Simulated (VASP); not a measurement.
# YN (Fm-3m) in VASP: a series of runs, part 2 of 3

VASP 6.6.1.

### Step 3. Single point, PBE

This run uses another cell than the first one, of 13.96 Å³/atom, 0.974 times its volume.

INCAR

```
SYSTEM = YN
PREC = Accurate
ENCUT = 600
EDIFF = 1E-6
ISMEAR = 0
SIGMA = 0.01
LREAL = .FALSE.
LASPH = .TRUE.
NELM = 120
ALGO = Normal
ISIF = 2
LWAVE = .FALSE.
LCHARG = .TRUE.
GGA = PE
LELF = .TRUE.
LVHAR = .TRUE.
NBANDS = 15
GGA_COMPAT = .FALSE.
```

KPOINTS

```
regular mesh
0
G
  8 8 8
  0 0 0
```

POSCAR

```
YN
1.0
    0.0000000000      2.4080390235      2.4080390235
    2.4080390235      0.0000000000      2.4080390235
    2.4080390235      2.4080390235      0.0000000000
Y N
1 1
Direct
    0.0000000000      0.0000000000      0.0000000000
    0.5000000000      0.5000000000      0.5000000000
```

Potentials or basis: VASP PAW PBE potentials, release 64 (Y_sv, N).

The run is started by

```console
$ cat potpaw_PBE.64/Y_sv/POTCAR potpaw_PBE.64/N/POTCAR > POTCAR
$ mpirun -np 1 vasp_std > vasp.out
```

OUTCAR:

```text
SYSTEM = YN
   PREC = Accurate
   ENCUT = 600
   EDIFF = 1E-6
   ISMEAR = 0
   LREAL = .FALSE.
   LASPH = .TRUE.
   NELM = 120
   ISIF = 2
   GGA = PE

 ion  position               nearest neighbor table
   1  0.000  0.000  0.000-   2 2.41   2 2.41   2 2.41   2 2.41   2 2.41   2 2.41
   2  0.500  0.500  0.500-   1 2.41   1 2.41   1 2.41   1 2.41   1 2.41   1 2.41

  LATTYP: Found a face centered cubic cell.
 ALAT       =     4.8160780470

  Lattice vectors:

 A1 = (   0.0000000000,   2.4080390235,   2.4080390235)
 A2 = (   2.4080390235,   0.0000000000,   2.4080390235)
 A3 = (   2.4080390235,   2.4080390235,   0.0000000000)

Analysis of symmetry for initial positions (statically):
=====================================================================
 Subroutine PRICEL returns:
 Original cell was already a primitive cell.

 Routine SETGRP: Setting up the symmetry group for a
 face centered cubic supercell.

 Subroutine GETGRP returns: Found 48 space group operations
 (whereof 48 operations were pure point group operations)
 out of a pool of 48 trial point group operations.

The static configuration has the point symmetry O_h .

Analysis of symmetry for dynamics (positions and initial velocities):
=====================================================================
 Subroutine PRICEL returns:
 Original cell was already a primitive cell.

 Routine SETGRP: Setting up the symmetry group for a
 face centered cubic supercell.

 Subroutine GETGRP returns: Found 48 space group operations
 (whereof 48 operations were pure point group operations)
 out of a pool of 48 trial point group operations.

The dynamic configuration has the point symmetry O_h .

 Subroutine INISYM returns: Found 48 space group operations
 (whereof 48 operations are pure point group operations),
 and found     1 'primitive' translations

----------------------------------------------------------------------------------------

[... 116 lines left out ...]
   LORBIT       =      0    0 simple, 1 ext, 2 COOP (PROOUT), +10 PAW based schemes
   GGA     = PE    functional components
   LHFCALC =     F    Hartree Fock is set to
   AEXX    =    0.0000 exact exchange contribution
   IVDW    =     0    specifies the selected vdW correction
   LEPSILON=     F    determine dielectric tensor
   LRPA    =     F    only Hartree local field effects (RPA)
 non-spin polarized calculation
 Gauss-broadening in eV      SIGMA  =   0.01
  energy-cutoff  :      600.00
  volume of cell :       27.93
 maximum number of plane-waves:       950
   NGX = 13   NGY = 13   NGZ = 13

 number of electron      16.0000001 magnetization

 Free energy of the ion-electron system (eV)
  ---------------------------------------------------
  ext. energy  EPLUGINS =         0.00000000
  ---------------------------------------------------
  free energy    TOTEN  =       -18.18238502 eV

  energy without entropy =      -18.18238502  energy(sigma->0) =      -18.18238502

 E-fermi :   4.4780     XC(G=0): -11.4657

 val. band max:        4.4326801303   @ k =   0.0000   0.0000   0.0000
 cond. band min:       4.5343795996   @ k =   0.5000   0.5000   0.0000
 fundamental gap:      0.1016994693
 Fermi energy:         4.4780233259

 k-point     1 :       0.0000    0.0000    0.0000
  band No.  band energies     occupation
      1     -36.2133      2.00000
      2     -15.8147      2.00000
      3     -15.8147      2.00000
      4     -15.8147      2.00000
      5      -8.5977      2.00000
      6       4.4327      2.00000
      7       4.4327      2.00000
      8       4.4327      2.00000
      9       7.6366      0.00000
     10       7.6366      0.00000
     11       7.6366      0.00000
     12       9.0067      0.00000
     13       9.7304      0.00000
     14       9.7304      0.00000
[... 401 lines left out ...]
      2     -16.9090      2.00000
      3     -16.2164      2.00000
      4     -16.0181      2.00000
      5      -7.1403      2.00000
      6       1.1519      2.00000
      7       2.4974      2.00000
      8       2.5401      2.00000
      9       9.0884      0.00000
     10       9.4254      0.00000
     11      11.6032      0.00000
     12      12.9493      0.00000
     13      14.5065      0.00000
     14      15.7913      0.00000
     15      17.6179      0.00000

 [... further k-points ...]
[... 5 lines left out ...]
  --------------------------------------------------------------------------------------
  -------------------------------------------------------------------------------------
  Total        1.6893267      1.6893267      1.6893267     -0.0000000      0.0000000     -0.0000000
  in kB       96.9178282     96.9178282     96.9178282     -0.0000000      0.0000000     -0.0000000
  external PRESSURE =      96.9178282 kB  Pullay stress =       0.0000000 kB

 VOLUME and BASIS-vectors are now :
 -----------------------------------------------------------------------------
  energy-cutoff  :      600.00
  volume of cell :       27.93
      direct lattice vectors                 reciprocal lattice vectors
     0.000000000  2.408039024  2.408039024    -0.207637831  0.207637831  0.207637831
     2.408039024  0.000000000  2.408039024     0.207637831 -0.207637831  0.207637831
     2.408039024  2.408039024  0.000000000     0.207637831  0.207637831 -0.207637831

 POSITION                                       TOTAL-FORCE (eV/Angst)
 -----------------------------------------------------------------------------------
      0.00000      0.00000      0.00000         0.000000      0.000000      0.000000
      2.40804      2.40804      2.40804        -0.000000     -0.000000     -0.000000
 -----------------------------------------------------------------------------------
    total drift:                                0.000000      0.000000      0.000000

  FREE ENERGIE OF THE ION-ELECTRON SYSTEM (eV)
  ---------------------------------------------------
  free  energy   TOTEN  =       -18.1823850197 eV

  energy  without entropy=      -18.1823850197  energy(sigma->0) =      -18.18238502
```

OSZICAR:

```text
N       E                     dE             d eps       ncg     rms          rms(c)
DAV:   1     0.594769511927E+02    0.59477E+02   -0.94214E+03   870   0.121E+03
DAV:   2    -0.184731966711E+02   -0.77950E+02   -0.71126E+02  1150   0.253E+02
DAV:   3    -0.217961667289E+02   -0.33230E+01   -0.32952E+01  1102   0.452E+01
DAV:   4    -0.218659200068E+02   -0.69753E-01   -0.69739E-01  1010   0.625E+00
DAV:   5    -0.218668951556E+02   -0.97515E-03   -0.97514E-03  1060   0.643E-01    0.340E+01
DAV:   6    -0.184034043094E+02    0.34635E+01   -0.85883E+00   982   0.260E+01    0.353E+01
DAV:   7    -0.182040274212E+02    0.19938E+00   -0.55545E-01  1102   0.664E+00    0.254E+01
DAV:   8    -0.182008268418E+02    0.32006E-02   -0.22846E-01  1339   0.431E+00    0.104E+01
DAV:   9    -0.181818455422E+02    0.18981E-01   -0.30816E-02  1208   0.178E+00    0.176E+00
DAV:  10    -0.181823902085E+02   -0.54467E-03   -0.36051E-03   975   0.531E-01    0.451E-01
DAV:  11    -0.181823907067E+02   -0.49818E-06   -0.20559E-04  1081   0.133E-01    0.279E-01
DAV:  12    -0.181823833619E+02    0.73448E-05   -0.13135E-05  1129   0.311E-02    0.981E-02
DAV:  13    -0.181823849508E+02   -0.15889E-05   -0.11844E-06   717   0.117E-02    0.210E-03
DAV:  14    -0.181823850197E+02   -0.68927E-07   -0.16007E-07   477   0.355E-03
   1 F= -.18182385E+02 E0= -.18182385E+02  d E =-.389042E-13
```

Run time: 48 s. Hardware: 1 thread of Intel Xeon 8259CL, shared host; peak memory 0.18 GiB.

Results:

* Free energy: -18.1824 eV
* Pressure: 9.7 GPa
* Band gap on the k mesh: 0.10 eV, indirect (least direct gap 0.45 eV)

Levels at points of the mesh, in eV from the valence-band top:
```tsv
k point	band 5	band 6	band 7	band 8	band 9	band 10	band 11	band 12
(0.00, 0.00, 0.00)	-13.03	0.00	0.00	0.00	3.20	3.20	3.20	4.57
(0.50, 0.00, 0.00)	-11.06	-4.21	-2.37	-2.37	5.93	6.64	6.64	7.02
(0.50, 0.50, 0.00)	-12.62	-1.40	-0.35	-0.35	0.10	7.14	7.69	8.28
```

A k mesh can miss the band edges.

### Step 4. Single point, PBE

This run uses another cell than the first one, of 14.95 Å³/atom, 1.043 times its volume.

INCAR

```
SYSTEM = YN
ALGO = Normal
EDIFF = 1E-6
ENCUT = 600
GGA = PE
GGA_COMPAT = .FALSE.
ISIF = 2
ISMEAR = 0
LASPH = .TRUE.
LCHARG = .FALSE.
LREAL = .FALSE.
LWAVE = .FALSE.
NBANDS = 15
NELM = 120
PREC = Accurate
SIGMA = 0.01
```

KPOINTS

```
k-points
0
G
  8 8 8
  0 0 0
```

POSCAR

```
YN
1.0
    0.0000000000      2.4637341511      2.4637341511
    2.4637341511      0.0000000000      2.4637341511
    2.4637341511      2.4637341511      0.0000000000
Y N
1 1
Direct
    0.0000000000      0.0000000000      0.0000000000
    0.5000000000      0.5000000000      0.5000000000
```

Potentials or basis: VASP PAW PBE potentials, release 64 (Y_sv, N).

The run is started by

```console
$ cat potpaw_PBE.64/Y_sv/POTCAR potpaw_PBE.64/N/POTCAR > POTCAR
$ mpirun -np 1 vasp_std > vasp.out
```

OUTCAR:

```text
SYSTEM = YN
   EDIFF = 1E-6
   ENCUT = 600
   GGA = PE
   ISIF = 2
   ISMEAR = 0
   LASPH = .TRUE.
   LREAL = .FALSE.
   NELM = 120
   PREC = Accurate

 ion  position               nearest neighbor table
   1  0.000  0.000  0.000-   2 2.46   2 2.46   2 2.46   2 2.46   2 2.46   2 2.46
   2  0.500  0.500  0.500-   1 2.46   1 2.46   1 2.46   1 2.46   1 2.46   1 2.46

  LATTYP: Found a face centered cubic cell.
 ALAT       =     4.9274683022

  Lattice vectors:

 A1 = (   0.0000000000,   2.4637341511,   2.4637341511)
 A2 = (   2.4637341511,   0.0000000000,   2.4637341511)
 A3 = (   2.4637341511,   2.4637341511,   0.0000000000)

Analysis of symmetry for initial positions (statically):
=====================================================================
 Subroutine PRICEL returns:
 Original cell was already a primitive cell.

 Routine SETGRP: Setting up the symmetry group for a
 face centered cubic supercell.

 Subroutine GETGRP returns: Found 48 space group operations
 (whereof 48 operations were pure point group operations)
 out of a pool of 48 trial point group operations.

The static configuration has the point symmetry O_h .

Analysis of symmetry for dynamics (positions and initial velocities):
=====================================================================
 Subroutine PRICEL returns:
 Original cell was already a primitive cell.

 Routine SETGRP: Setting up the symmetry group for a
 face centered cubic supercell.

 Subroutine GETGRP returns: Found 48 space group operations
 (whereof 48 operations were pure point group operations)
 out of a pool of 48 trial point group operations.

The dynamic configuration has the point symmetry O_h .

 Subroutine INISYM returns: Found 48 space group operations
 (whereof 48 operations are pure point group operations),
 and found     1 'primitive' translations

----------------------------------------------------------------------------------------

                                     Primitive cell

  volume of cell :      29.9097

  direct lattice vectors                    reciprocal lattice vectors
     0.000000000  2.463734151  2.463734151    -0.202943974  0.202943974  0.202943974
     2.463734151  0.000000000  2.463734151     0.202943974 -0.202943974  0.202943974
     2.463734151  2.463734151  0.000000000     0.202943974  0.202943974 -0.202943974

  length of vectors
     3.484246251  3.484246251  3.484246251     0.351509274  0.351509274  0.351509274

  position of ions in fractional coordinates (direct lattice)
     0.000000000  0.000000000  0.000000000
     0.500000000  0.500000000  0.500000000

  ion indices of the primitive-cell ions
   primitive index   ion index
                 1           1
                 2           2

----------------------------------------------------------------------------------------

 KPOINTS: k-points

Automatic generation of k-mesh.
 Grid dimensions read from file:
 generate k-points for:    8    8    8

 Generating k-lattice:

  Cartesian coordinates                     Fractional coordinates (reciprocal lattice)
    -0.025367997  0.025367997  0.025367997     0.125000000  0.000000000  0.000000000
     0.025367997 -0.025367997  0.025367997     0.000000000  0.125000000  0.000000000
[... 40 lines left out ...]
   k-points           NKPTS =     29   k-points in BZ     NKDIM =     29   number of bands    NBANDS=     15
   number of dos      NEDOS =    301   number of ions     NIONS =      2
   total plane-waves  NPLWV =  21952
   dimension x,y,z NGX =    28 NGY =   28 NGZ =   28
   dimension x,y,z NGXF=    56 NGYF=   56 NGZF=   56
   ions per type =               1   1
   NGX,Y,Z   is equivalent  to a cutoff of  13.36, 13.36, 13.36 a.u.
   NGXF,Y,Z  is equivalent  to a cutoff of  26.72, 26.72, 26.72 a.u.
 SYSTEM =  YN
   PREC   = accura    normal or accurate (medium, high low for compatibility)
   ISTART =      0    job   : 0-new  1-cont  2-samecut
   ICHARG =      2    charge: 1-file 2-atom 10-const
   ISPIN  =      1    spin polarized calculation?
   LNONCOLLINEAR =      F non collinear calculations
   LSORBIT =      F    spin-orbit coupling
   LASPH  =      T    aspherical Exc in radial PAW
   ENCUT  =  600.0 eV  44.10 Ry    6.64 a.u.   6.96  6.96  6.96*2*pi/ulx,y,z
   NELM   =    120;   NELMIN=  2; NELMDL= -5     # of ELM steps
   EDIFF  = 0.1E-05   stopping-criterion for ELM
   LREAL  =      F    real-space projection
   EDIFFG = 0.1E-04   stopping-criterion for IOM
   NSW    =      0    number of steps for IOM
   IBRION =     -1    ionic relax: 0-MD 1-quasi-New 2-CG
   NFREE  =      0    steps in history (QN), initial steepest desc. (CG)
   ISIF   =      2    stress and relaxation
   ISYM   =      2    0-nonsym 1-usesym 2-fastsym
   POTIM  = 0.5000    time-step for ionic-motion
   TEBEG  =    0.0;   TEEND  =   0.0 temperature during run
   PSTRESS=    0.0 pullay stress
   NELECT =      16.0000    total number of electrons
   NUPDOWN=      -1.0000    fix difference up-down
   EMIN   =  10.00;   EMAX   =-10.00  energy-range for DOS
   EFERMI =   0.00;   METHOD = LEGACY
   ISMEAR =     0;   SIGMA  =   0.01  broadening in eV -4-tet -1-fermi 0-gaus
   EFERMI_NEDOS =   21; number of points for ismear=-14 and -15
   IALGO  =     38    algorithm
   IMIX   =      4    mixing-type and parameters
     AMIX     =   0.40;   BMIX     =  1.00
     AMIX_MAG =   1.60;   BMIX_MAG =  1.00
  volume/ion in A,a.u.               =      14.95       100.92
  Fermi-wavevector in a.u.,A,eV,Ry     =   1.328957  2.511365 24.029619  1.766127
  Thomas-Fermi vector in A             =   2.458156
   LORBIT       =      0    0 simple, 1 ext, 2 COOP (PROOUT), +10 PAW based schemes
   GGA     = PE    functional components
   LHFCALC =     F    Hartree Fock is set to
   AEXX    =    0.0000 exact exchange contribution
   IVDW    =     0    specifies the selected vdW correction
   LEPSILON=     F    determine dielectric tensor
   LRPA    =     F    only Hartree local field effects (RPA)
 non-spin polarized calculation
 Gauss-broadening in eV      SIGMA  =   0.01
  energy-cutoff  :      600.00
  volume of cell :       29.91
 maximum number of plane-waves:      1012
   NGX = 13   NGY = 13   NGZ = 13

 number of electron      16.0000001 magnetization

 Free energy of the ion-electron system (eV)
  ---------------------------------------------------
  ext. energy  EPLUGINS =         0.00000000
  ---------------------------------------------------
  free energy    TOTEN  =       -18.22620679 eV

  energy without entropy =      -18.22620679  energy(sigma->0) =      -18.22620679

 E-fermi :   4.1100     XC(G=0): -11.1328

 val. band max:        4.0160321683   @ k =   0.0000   0.0000   0.0000
 cond. band min:       4.2410258462   @ k =   0.5000   0.5000   0.0000
 fundamental gap:      0.2249936779
 Fermi energy:         4.1100462566

 k-point     1 :       0.0000    0.0000    0.0000
  band No.  band energies     occupation
      1     -36.9221      2.00000
      2     -16.5837      2.00000
      3     -16.5837      2.00000
      4     -16.5837      2.00000
      5      -8.8379      2.00000
      6       4.0160      2.00000
      7       4.0160      2.00000
      8       4.0160      2.00000
      9       7.1165      0.00000
     10       7.1165      0.00000
     11       7.1165      0.00000
     12       7.9540      0.00000
     13       9.0374      0.00000
     14       9.0374      0.00000
[... 401 lines left out ...]
      2     -17.4357      2.00000
      3     -16.9012      2.00000
      4     -16.7462      2.00000
      5      -7.5680      2.00000
      6       0.8600      2.00000
      7       2.1793      2.00000
      8       2.1969      2.00000
      9       8.4421      0.00000
     10       8.7550      0.00000
     11      10.7343      0.00000
     12      11.8649      0.00000
     13      13.3731      0.00000
     14      14.6704      0.00000
     15      16.2967      0.00000

 [... further k-points ...]

------------------------ aborting loop because EDIFF is reached ----------------------------------------

  FORCE on cell =-STRESS in cart. coord.  units (eV):
  Direction    XX          YY          ZZ          XY          YZ          ZX
  --------------------------------------------------------------------------------------
  -------------------------------------------------------------------------------------
  Total       -0.4159129     -0.4159129     -0.4159129      0.0000000      0.0000000      0.0000000
  in kB      -22.2792947    -22.2792947    -22.2792947      0.0000000      0.0000000      0.0000000
  external PRESSURE =     -22.2792947 kB  Pullay stress =       0.0000000 kB

 VOLUME and BASIS-vectors are now :
 -----------------------------------------------------------------------------
  energy-cutoff  :      600.00
  volume of cell :       29.91
      direct lattice vectors                 reciprocal lattice vectors
     0.000000000  2.463734151  2.463734151    -0.202943974  0.202943974  0.202943974
     2.463734151  0.000000000  2.463734151     0.202943974 -0.202943974  0.202943974
     2.463734151  2.463734151  0.000000000     0.202943974  0.202943974 -0.202943974

 POSITION                                       TOTAL-FORCE (eV/Angst)
 -----------------------------------------------------------------------------------
      0.00000      0.00000      0.00000        -0.000000     -0.000000     -0.000000
      2.46373      2.46373      2.46373         0.000000      0.000000      0.000000
 -----------------------------------------------------------------------------------
    total drift:                                0.000000      0.000000      0.000000

  FREE ENERGIE OF THE ION-ELECTRON SYSTEM (eV)
  ---------------------------------------------------
  free  energy   TOTEN  =       -18.2262067899 eV

  energy  without entropy=      -18.2262067899  energy(sigma->0) =      -18.22620679
```

Run time: 46 s. Hardware: 1 thread of Intel Xeon 8259CL, shared host; peak memory 0.18 GiB.

Results:

```yaml
Free_energy: -18.2262 eV
Pressure: -2.2 GPa
Band_gap_on_the_k_mesh: 0.23 eV, indirect (least direct gap 0.63 eV)
```

Levels at points of the mesh, in eV from the valence-band top:
| k point | band 4 | band 5 | band 6 | band 7 | band 8 | band 9 | band 10 | band 11 | band 12 | band 13 |
| --- | --- | --- | --- | --- | --- | --- | --- | --- | --- | --- |
| (0.00, 0.00, 0.00) | -20.60 | -12.85 | 0.00 | 0.00 | 0.00 | 3.10 | 3.10 | 3.10 | 3.94 | 5.02 |
| (0.50, 0.00, 0.00) | -20.68 | -11.19 | -4.01 | -2.18 | -2.18 | 5.58 | 6.23 | 6.23 | 6.58 | 9.91 |
| (0.50, 0.50, 0.00) | -20.90 | -12.41 | -1.54 | -0.41 | -0.41 | 0.22 | 6.70 | 6.98 | 7.71 | 7.71 |

### Step 5. Single point, PBE

This run uses another cell than the first one, of 14.76 Å³/atom, 1.030 times its volume.

INCAR

```
  ALGO = Normal
  EDIFF = 1E-6
  ENCUT = 600
  GGA = PE
  GGA_COMPAT = False
  ISIF = 2
  ISMEAR = 0
  LASPH = True
  LCHARG = True
  LELF = True
  LREAL = False
  LVHAR = True
  LWAVE = False
  NBANDS = 15
  NELM = 120
  PREC = Accurate
  SIGMA = 0.01
```

KPOINTS

```
k-points
0
Gamma
  8 8 8
```

POSCAR

```
YN
1.0
    0.0000000000      2.4531837504      2.4531837504
    2.4531837504      0.0000000000      2.4531837504
    2.4531837504      2.4531837504      0.0000000000
Y N
1 1
Direct
    0.0000000000      0.0000000000      0.0000000000
    0.5000000000      0.5000000000      0.5000000000
```

The run is started by

```console
$ cat potpaw_PBE.64/Y_sv/POTCAR potpaw_PBE.64/N/POTCAR > POTCAR
$ mpirun -np 1 vasp_std > vasp.out
```

Wall time 39 s (1 thread of Intel Xeon 8259CL, shared host); peak memory 0.18 GiB.

It converged, with:

```
Free energy            : -18.2288 eV
Pressure               : -0.2 GPa
Band gap on the k mesh : 0.20 eV, indirect (least direct gap 0.60 eV)
```

Levels at points of the mesh, in eV from the valence-band top:
```tsv
k point	band 6	band 7	band 8	band 9	band 10	band 11
(0.00, 0.00, 0.00)	0.00	0.00	0.00	3.12	3.12	3.12
(0.50, 0.00, 0.00)	-4.05	-2.22	-2.22	5.64	6.31	6.31
(0.50, 0.50, 0.00)	-1.52	-0.40	-0.40	0.20	6.78	7.11
```

(Part 2 of 3 ends here.)
